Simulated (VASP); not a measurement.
# HPb8 (P-3m1) in VASP: single point with PBE

Aim: the single point of HPb8 with PBE.

All numbers are computed with VASP 6.6.1; they aren't measurements. Logs are shortened: lines on timing, memory, paths and dates and some standing lists are left out, and cuts for length are marked.

## Step 1: The cell of the first run

It takes space group P-3m1 (No. 164, trigonal). Conventional cell: a = 7.145 Å, b = 7.145 Å, c = 5.847 Å, α = 90.00°, β = 90.00°, γ = 120.00°. Within 3.4 Å of Pb (site symmetry m) lie 1 H at 2.55 Å. Within 4.7 Å of Pb (site symmetry 3m) lie 12 Pb at 3.54 to 3.59 Å and 3 H at 4.36 Å. Within 3.4 Å of H (site symmetry -3m) lie 6 Pb at 2.55 Å.

## Step 2: Single point, PBE

INCAR reads:

```
SYSTEM = HPb8
PREC = Accurate
ENCUT = 520
EDIFF = 1E-7
ISMEAR = 0
SIGMA = 0.1
LREAL = .FALSE.
LASPH = .TRUE.
NELM = 60
ALGO = Normal
ISIF = 2
LWAVE = .FALSE.
LCHARG = .FALSE.
GGA = PE
NBANDS = 66
```

KPOINTS reads:

```
Automatic mesh
0
G
  6 6 6
  0 0 0
```

POSCAR reads:

```
HPb8
1.0
    7.1451591905      0.0000000001      0.0000000000
   -3.5725795953      6.1878893730      0.0000000000
    0.0000000000      0.0000000000      5.8465245472
Pb H
8 1
Direct
    0.1680185192      0.3360370384      0.2533204401
    0.1680185192      0.8319814808      0.2533204401
    0.6666666667      0.3333333333      0.2412425891
    0.6639629616      0.8319814808      0.2533204401
    0.3360370384      0.1680185192      0.7466795599
    0.3333333333      0.6666666667      0.7587574109
    0.8319814808      0.1680185192      0.7466795599
    0.8319814808      0.6639629616      0.7466795599
    0.0000000000      0.0000000000      0.0000000000
```

Potentials or basis: VASP PAW PBE potentials, release 64 (Pb_d, H).

The run is started by

```
cat potpaw_PBE.64/Pb_d/POTCAR potpaw_PBE.64/H/POTCAR > POTCAR
mpirun -np 1 vasp_std > vasp.out
```

OUTCAR:

```text
SYSTEM = HPb8
   PREC = Accurate
   ENCUT = 520
   EDIFF = 1E-7
   ISMEAR = 0
   LREAL = .FALSE.
   LASPH = .TRUE.
   NELM = 60
   ISIF = 2
   GGA = PE

 ion  position               nearest neighbor table
   1  0.168  0.336  0.253-   6 3.54   2 3.54   4 3.54   5 3.56   7 3.56   3 3.57   3 3.57   6 3.59
                             2 3.60   4 3.60   5 3.62   7 3.62
   2  0.168  0.832  0.253-   6 3.54   1 3.54   4 3.54   5 3.56   8 3.56   3 3.57   3 3.57   6 3.59
                             1 3.60   4 3.60   5 3.62   8 3.62
   3  0.667  0.333  0.241-   7 3.54   8 3.54   5 3.54   4 3.57   1 3.57   2 3.57   2 3.57   4 3.57
                             1 3.57   7 3.59   8 3.59   5 3.59
   4  0.664  0.832  0.253-   6 3.54   2 3.54   1 3.54   8 3.56   7 3.56   3 3.57   3 3.57   6 3.59
                             2 3.60   1 3.60   8 3.62   7 3.62
   5  0.336  0.168  0.747-   3 3.54   7 3.54   8 3.54   1 3.56   2 3.56   6 3.57   6 3.57   3 3.59
                             7 3.60   8 3.60   1 3.62   2 3.62
   6  0.333  0.667  0.759-   2 3.54   1 3.54   4 3.54   5 3.57   8 3.57   7 3.57   7 3.57   5 3.57
                             8 3.57   2 3.59   1 3.59   4 3.59
   7  0.832  0.168  0.747-   3 3.54   8 3.54   5 3.54   4 3.56   1 3.56   6 3.57   6 3.57   3 3.59
                             8 3.60   5 3.60   4 3.62   1 3.62
   8  0.832  0.664  0.747-   3 3.54   7 3.54   5 3.54   4 3.56   2 3.56   6 3.57   6 3.57   3 3.59
                             7 3.60   5 3.60   4 3.62   2 3.62
   9  0.000  0.000  0.000-

  LATTYP: Found a hexagonal cell.
 ALAT       =     7.1451591905
 C/A-ratio  =     0.8182497256

  Lattice vectors:

 A1 = (   7.1451591905,   0.0000000001,   0.0000000000)
 A2 = (  -3.5725795953,   6.1878893730,   0.0000000000)
 A3 = (   0.0000000000,   0.0000000000,   5.8465245472)

Analysis of symmetry for initial positions (statically):
=====================================================================
 Subroutine PRICEL returns:
 Original cell was already a primitive cell.

 Routine SETGRP: Setting up the symmetry group for a
 hexagonal supercell.

 Subroutine GETGRP returns: Found 12 space group operations
 (whereof 12 operations were pure point group operations)
 out of a pool of 24 trial point group operations.

The static configuration has the point symmetry D_3d.

Analysis of symmetry for dynamics (positions and initial velocities):
=====================================================================
 Subroutine PRICEL returns:
 Original cell was already a primitive cell.

 Routine SETGRP: Setting up the symmetry group for a
 hexagonal supercell.

 Subroutine GETGRP returns: Found 12 space group operations
 (whereof 12 operations were pure point group operations)
 out of a pool of 24 trial point group operations.

The dynamic configuration has the point symmetry D_3d.

 Subroutine INISYM returns: Found 12 space group operations
 (whereof 12 operations are pure point group operations),
 and found     1 'primitive' translations

----------------------------------------------------------------------------------------

                                     Primitive cell

  volume of cell :     258.4950

  direct lattice vectors                    reciprocal lattice vectors
     7.145159191  0.000000000  0.000000000     0.139954894  0.080802996  0.000000000
    -3.572579595  6.187889373  0.000000000    -0.000000000  0.161605992  0.000000000
     0.000000000  0.000000000  5.846524547     0.000000000  0.000000000  0.171041786

  length of vectors
     7.145159191  7.145159190  5.846524547     0.161605992  0.161605992  0.171041786

  position of ions in fractional coordinates (direct lattice)
     0.168018519  0.336037038  0.253320440
     0.168018519  0.831981481  0.253320440
     0.666666667  0.333333333  0.241242589
     0.663962962  0.831981481  0.253320440
     0.336037038  0.168018519  0.746679560
     0.333333333  0.666666667  0.758757411
     0.831981481  0.168018519  0.746679560
     0.831981481  0.663962962  0.746679560
     0.000000000  0.000000000  0.000000000

  ion indices of the primitive-cell ions
   primitive index   ion index
                 1           1
                 2           2
                 3           3
                 4           4
                 5           5
                 6           6
                 7           7
                 8           8
                 9           9

----------------------------------------------------------------------------------------

 KPOINTS: Automatic mesh

Automatic generation of k-mesh.
 Grid dimensions read from file:
 generate k-points for:    6    6    6

 Generating k-lattice:

  Cartesian coordinates                     Fractional coordinates (reciprocal lattice)
     0.023325816  0.013467166  0.000000000     0.166666667 -0.000000000  0.000000000
    -0.000000000  0.026934332  0.000000000     0.000000000  0.166666667  0.000000000
     0.000000000  0.000000000  0.028506964     0.000000000  0.000000000  0.166666667

  Length of vectors
     0.026934332  0.026934332  0.028506964

  Shift w.r.t. Gamma in fractional coordinates (k-lattice)
     0.000000000  0.000000000  0.000000000

 Subroutine IBZKPT returns following result:
 ===========================================

 Found     34 irreducible k-points:

 Following reciprocal coordinates:
            Coordinates               Weight
  0.000000  0.000000  0.000000      1.000000
  0.166667  0.000000  0.000000      6.000000
  0.333333  0.000000  0.000000      6.000000
  0.500000  0.000000  0.000000      3.000000
  0.166667  0.166667  0.000000      6.000000
  0.333333  0.166667  0.000000     12.000000
[... 16 lines left out ...]
  0.500000  0.000000  0.333333      6.000000
  0.166667  0.166667  0.333333     12.000000
 [... further k-points ...]
   k-points           NKPTS =     34   k-points in BZ     NKDIM =     34   number of bands    NBANDS=     66
   number of dos      NEDOS =    301   number of ions     NIONS =      9
   total plane-waves  NPLWV = 139968
   dimension x,y,z NGX =    54 NGY =   54 NGZ =   48
   dimension x,y,z NGXF=   108 NGYF=  108 NGZF=   96
   ions per type =               8   1
   NGX,Y,Z   is equivalent  to a cutoff of  12.56, 12.56, 13.65 a.u.
   NGXF,Y,Z  is equivalent  to a cutoff of  25.13, 25.13, 27.30 a.u.
 SYSTEM =  HPb8
   PREC   = accura    normal or accurate (medium, high low for compatibility)
   ISTART =      0    job   : 0-new  1-cont  2-samecut
   ICHARG =      2    charge: 1-file 2-atom 10-const
   ISPIN  =      1    spin polarized calculation?
   LNONCOLLINEAR =      F non collinear calculations
   LSORBIT =      F    spin-orbit coupling
   LASPH  =      T    aspherical Exc in radial PAW
   ENCUT  =  520.0 eV  38.22 Ry    6.18 a.u.  13.29 13.29 10.87*2*pi/ulx,y,z
   NELM   =     60;   NELMIN=  2; NELMDL= -5     # of ELM steps
   EDIFF  = 0.1E-06   stopping-criterion for ELM
   LREAL  =      F    real-space projection
   EDIFFG = 0.1E-05   stopping-criterion for IOM
   NSW    =      0    number of steps for IOM
   IBRION =     -1    ionic relax: 0-MD 1-quasi-New 2-CG
   NFREE  =      0    steps in history (QN), initial steepest desc. (CG)
   ISIF   =      2    stress and relaxation
   ISYM   =      2    0-nonsym 1-usesym 2-fastsym
   POTIM  = 0.5000    time-step for ionic-motion
   TEBEG  =    0.0;   TEEND  =   0.0 temperature during run
   PSTRESS=    0.0 pullay stress
   NELECT =     113.0000    total number of electrons
   NUPDOWN=      -1.0000    fix difference up-down
   EMIN   =  10.00;   EMAX   =-10.00  energy-range for DOS
   EFERMI =   0.00;   METHOD = LEGACY
   ISMEAR =     0;   SIGMA  =   0.10  broadening in eV -4-tet -1-fermi 0-gaus
   EFERMI_NEDOS =   21; number of points for ismear=-14 and -15
   IALGO  =     38    algorithm
   IMIX   =      4    mixing-type and parameters
     AMIX     =   0.40;   BMIX     =  1.00
     AMIX_MAG =   1.60;   BMIX_MAG =  1.00
  volume/ion in A,a.u.               =      28.72       193.82
  Fermi-wavevector in a.u.,A,eV,Ry     =   1.242463  2.347915 21.003518  1.543715
  Thomas-Fermi vector in A             =   2.376817
   LORBIT       =      0    0 simple, 1 ext, 2 COOP (PROOUT), +10 PAW based schemes
   GGA     = PE    functional components
   LHFCALC =     F    Hartree Fock is set to
   AEXX    =    0.0000 exact exchange contribution
   IVDW    =     0    specifies the selected vdW correction
   LEPSILON=     F    determine dielectric tensor
   LRPA    =     F    only Hartree local field effects (RPA)
 non-spin polarized calculation
 Gauss-broadening in eV      SIGMA  =   0.10
  energy-cutoff  :      520.00
  volume of cell :      258.50
 maximum number of plane-waves:      6996
 NGX is ok and might be reduce to    54
   NGX = 27   NGY = 27   NGZ = 21

 number of electron     113.0000015 magnetization

 Free energy of the ion-electron system (eV)
  ---------------------------------------------------
  ext. energy  EPLUGINS =         0.00000000
  ---------------------------------------------------
  free energy    TOTEN  =       -30.77773354 eV

  energy without entropy =      -30.75320890  energy(sigma->0) =      -30.76547122

 E-fermi :   6.6696     XC(G=0):  -9.9555

 val. band max:        6.6572710266   @ k =  -0.0000   0.3333   0.1667
 cond. band min:       6.6752648422   @ k =   0.0000   0.0000   0.1667
 fundamental gap:      0.0179938156
 Fermi energy:         6.6696039539

 k-point     1 :       0.0000    0.0000    0.0000
  band No.  band energies     occupation
      1     -10.5137      2.00000
      2     -10.5005      2.00000
      3     -10.5005      2.00000
      4     -10.4543      2.00000
      5     -10.4194      2.00000
      6     -10.4144      2.00000
[... 58 lines left out ...]
     65      10.3854      0.00000
     66      11.8501      0.00000

 k-point     2 :       0.1667    0.0000    0.0000
  band No.  band energies     occupation
      1     -10.5019      2.00000
      2     -10.4890      2.00000
      3     -10.4833      2.00000
      4     -10.4503      2.00000
      5     -10.4215      2.00000
      6     -10.4140      2.00000
[... 1576 lines left out ...]
     65       9.7875      0.00000
     66       9.8602      0.00000

 [... further k-points ...]

------------------------ aborting loop because EDIFF is reached ----------------------------------------

  FORCE on cell =-STRESS in cart. coord.  units (eV):
  Direction    XX          YY          ZZ          XY          YZ          ZX
  --------------------------------------------------------------------------------------
  -------------------------------------------------------------------------------------
  Total       -0.1093689     -0.1093689     -0.0983580     -0.0000000      0.0000000     -0.0000000
  in kB       -0.6778788     -0.6778788     -0.6096322     -0.0000000      0.0000000     -0.0000000
  external PRESSURE =      -0.6551299 kB  Pullay stress =       0.0000000 kB

 VOLUME and BASIS-vectors are now :
 -----------------------------------------------------------------------------
  energy-cutoff  :      520.00
  volume of cell :      258.50
      direct lattice vectors                 reciprocal lattice vectors
     7.145159191  0.000000000  0.000000000     0.139954894  0.080802996  0.000000000
    -3.572579595  6.187889373  0.000000000    -0.000000000  0.161605992  0.000000000
     0.000000000  0.000000000  5.846524547     0.000000000  0.000000000  0.171041786

 POSITION                                       TOTAL-FORCE (eV/Angst)
 -----------------------------------------------------------------------------------
     -0.00000      2.07936      1.48104        -0.000000      0.000271      0.000103
     -1.77180      5.14821      1.48104         0.000235     -0.000136      0.000103
      3.57258      2.06263      1.41043        -0.000000     -0.000000      0.000162
      1.77180      5.14821      1.48104        -0.000235     -0.000136      0.000103
      1.80078      1.03968      4.36548         0.000235      0.000136     -0.000103
     -0.00000      4.12526      4.43609        -0.000000      0.000000     -0.000162
      5.34438      1.03968      4.36548        -0.000235      0.000136     -0.000103
      3.57258      4.10853      4.36548         0.000000     -0.000271     -0.000103
      0.00000      0.00000      0.00000        -0.000000      0.000000      0.000000
 -----------------------------------------------------------------------------------
    total drift:                               -0.000000      0.000000     -0.000000

  FREE ENERGIE OF THE ION-ELECTRON SYSTEM (eV)
  ---------------------------------------------------
  free  energy   TOTEN  =       -30.7777335407 eV

  energy  without entropy=      -30.7532088957  energy(sigma->0) =      -30.76547122
```

Run time: 6.7 min. Hardware: 1 thread of Intel Xeon 6975P-C (Granite Rapids), shared host; peak memory 0.61 GiB.

Results:

| Quantity | Value |
| --- | --- |
| Free energy | -30.7777 eV |
| Pressure | -0.1 GPa |
| Band gap on the k mesh | zero (an odd number of electrons rules out a gap without spin polarisation) |

Caveat: spin-orbit coupling is left out, which moves the levels of the heavy elements.
